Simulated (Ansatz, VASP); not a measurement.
# MgI2 in VASP and in Ansatz

```
Mg I
1.0
     4.13073    0.00000    0.00000
    -2.06536    3.57731    0.00000
     0.00000    0.00000    7.34043
Mg I
1 2
Direct
  0.00000 0.00000 0.00000
  0.33333 0.66667 0.76897
  0.66667 0.33333 0.23103
```

Change from the starting cell: strain along c alone, the other axes held, atoms relaxed: +4.5 %.

Alike in both runs: task relaxation of the atoms; functional PBEsol; k mesh 6 × 6 × 4; occupations gaussian, width 0.02 eV; no spin polarisation.

```csv
,VASP,Ansatz
version,VASP 6.6.1,Ansatz 0.2.0
potentials or method,"VASP PAW PBE potentials, release 64 (Mg, I), cutoff 520 eV","scalar-relativistic, plane waves, PAW"
valence electrons in the cell,16,44
```

```tsv
	VASP	Ansatz	Ansatz less VASP
gap on the k mesh at the Fermi level, each at its own relaxed structure (eV)	3.55	3.55	+0.009
```

VASP's potentials were made for PBE, not for PBEsol. VASP's potentials hold 16 valence electrons a cell and Ansatz's 44, so a difference there can come from the potentials and not from the codes. Ansatz's warnings: stress scf threshold loose.

Spin-orbit coupling is off throughout.
